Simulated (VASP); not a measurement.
Be2As: single point with PBE

Be2As:

```
Be As
1.0
     1.77750    1.02624    2.92455
    -1.77750    1.02624    2.92455
     0.00000   -2.05248    2.92455
Be As
2 1
Direct
  0.24876 0.24876 0.24876
  0.75124 0.75124 0.75124
  0.00000 0.00000 0.00000
```

```json
{
  "Program": "VASP 6.6.1",
  "Task": "single point",
  "Functional": "PBE",
  "Potentials or basis": "VASP PAW PBE potentials, release 64 (Be, As)",
  "Cutoff": "520 eV",
  "k mesh": "6 × 6 × 6",
  "Occupations": "gaussian, width 0.1 eV",
  "Spin": "no spin polarisation"
}
```

```json
{
 "Pressure": "30.9 GPa",
 "Largest force": "0.028 eV/Å",
 "Band gap on the k mesh": "zero (an odd number of electrons rules out a gap without spin polarisation)"
}
```

Forces in eV/Å, atoms in the order of the input:
```
Be   0.000  0.000 -0.028
Be   0.000  0.000  0.028
As   0.000  0.000  0.000
```

Stress tensor (GPa, compression positive):
```
31.03  0.00  0.00
 0.00 31.03  0.00
 0.00  0.00 30.50
```

Levels at points of the mesh, in eV from the Fermi level:
```
           k point  band 1  band 2  band 3  band 4  band 5  band 6  band 7  band 8  band 9
(0.00, 0.00, 0.00)  -16.45   -2.06   -1.93   -1.93   -0.61   -0.49   -0.49    3.00    6.55
(0.50, 0.00, 0.00)  -14.32  -10.10   -4.10   -4.00    0.28    0.33    1.10    5.41    9.37
(0.50, 0.50, 0.00)  -13.58   -9.06   -6.64   -6.55   -1.70   -0.79    7.86    7.88   10.66
(0.50, 0.50, 0.50)  -14.37  -10.13   -3.98   -3.98    0.42    0.42    1.21    5.50    9.31
```

Run time: 20 s on 1 thread of Oxide Virtual Turin-like Processor, with other jobs on the host, peak memory 0.12 GiB.

Caveat: the k points lie up to 0.36 Å⁻¹ apart, too coarse for converged energies and pressures of a metal.
